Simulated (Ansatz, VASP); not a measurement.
**Two plane-wave programs on BaS**

```
Ba S
1.0
     0.00000    3.12855    3.12855
     3.12855    0.00000    3.12855
     3.12855    3.12855    0.00000
Ba S
1 1
Direct
  0.00000 0.00000 0.00000
  0.50000 0.50000 0.50000
```

Alike in both runs: task single point; functional LDA; k mesh 7 × 7 × 7; occupations fermi-dirac, width 0.05 eV; no spin polarisation.

|  | VASP | Ansatz |
| --- | --- | --- |
| version | VASP 6.6.1 | Ansatz 0.2.0 |
| potentials or method | VASP PAW LDA potentials, release 64 (Ba_sv, S) | Ansatz PAW |
| plane-wave cutoff (eV) | 520 | 420 |
| valence electrons in the cell | 16 | 16 |

VASP gave:

```
gap on the k mesh at the Fermi level (eV) : 1.85
least direct gap on the mesh (eV)         : 1.96
pressure (GPa)                            : 1.2
```

Task: Which values does Ansatz return?

Result: gap on the k mesh at the Fermi level (eV): 1.96; least direct gap on the mesh (eV): 2.04; pressure (GPa): 0.4.

LDA's correlation is that of Perdew and Zunger in VASP and of Perdew and Wang (1992) in Ansatz.

Spin-orbit coupling is off throughout. Noted on Ansatz's run: odd divisions of the mesh miss points on the zone boundary, where band edges often lie, so the gap on the mesh can be too wide.
